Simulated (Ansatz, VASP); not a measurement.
**ZnS in VASP and in Ansatz**

```
Zn S
1.0
     0.00000    2.69410    2.69410
     2.69410    0.00000    2.69410
     2.69410    2.69410    0.00000
Zn S
1 1
Direct
  0.25000 0.25000 0.25000
  0.00000 0.00000 0.00000
```

Alike in both runs: task single point; functional PBE; k mesh 6 × 6 × 6; no spin polarisation.

```csv
,VASP,Ansatz
version,VASP 6.6.1,Ansatz 0.2.0
potentials or method,"VASP PAW PBE potentials, release 64 (Zn, S)",plane waves
plane-wave cutoff (eV),500,420
occupations,"methfessel-paxton of order 1, width 0.2 eV","cold, width 0.2 eV"
valence electrons in the cell,18,18
```

VASP gave:

```
gap on the k mesh at the Fermi level (eV) : 2.15
pressure (GPa)                            : 2.5
```

**Question.** Which values does Ansatz return?

**Answer.** gap on the k mesh at the Fermi level (eV): 2.15; pressure (GPa): 2.3.
